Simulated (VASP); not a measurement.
Wanted: the native input for a VASP 6.6.1 run.

- Task: single point
- Functional: PBEsol
- Potentials or basis: VASP PAW PBE potentials, release 64 (Mo_sv, Se)
- Cutoff: 500 eV
- k mesh: 10 × 10 × 10
- Occupations: gaussian, width 0.05 eV
- Spin: collinear spin
- Starting moments: [1.83, 0.0] μB
- Dipole correction: no
- Further INCAR settings: ALGO = Normal; EDIFF = 1e-06; NBANDS = 21

The structure of MoSe lies in POSCAR:

```
MoSe
1.0
    0.0000000000      2.6252673006      2.6252673006
    2.6252673006      0.0000000000      2.6252673006
    2.6252673006      2.6252673006      0.0000000000
Mo Se
1 1
Direct
    0.5000000000      0.5000000000      0.5000000000
    0.0000000000      0.0000000000      0.0000000000
```

One way to write it, as run:

INCAR

```
SYSTEM = MoSe
PREC = Accurate ; ENCUT = 500
EDIFF = 1E-6 ; ISMEAR = 0
SIGMA = 0.05 ; LREAL = .False.
LASPH = .True. ; NELM = 200
ALGO = Normal ; ISIF = 2
LWAVE = .False. ; LCHARG = .False.
ISPIN = 2 ; MAGMOM = 1.83 0
LORBIT = 11 ; LMAXMIX = 4
GGA = PS ; NBANDS = 21
GGA_COMPAT = .False.
```

KPOINTS

```
regular mesh
0
Gamma
  10 10 10
  0 0 0
```

Potentials or basis: VASP PAW PBE potentials, release 64 (Mo_sv, Se).

The run is started by

```bash
$ cat potpaw_PBE.64/Mo_sv/POTCAR potpaw_PBE.64/Se/POTCAR > POTCAR
$ mpirun -np 1 vasp_std > vasp.out
```

Results of the run:

| Property | Result |
| --- | --- |
| Pressure | -7.4 GPa |
| Net moment | 0.47 μB per cell |
| Site moments | Mo +0.42; Se +0.01 μB |
| Valence electrons inside the program's atomic spheres | Mo 12.33; Se 3.91 |

Caveat: the cell stands under tension; the PAW data sets were made with another functional, which shifts forces and pressure a little.

It took 2.5 min on 1 thread of Intel Xeon 8259CL, on a shared host, peak memory 0.21 GiB.
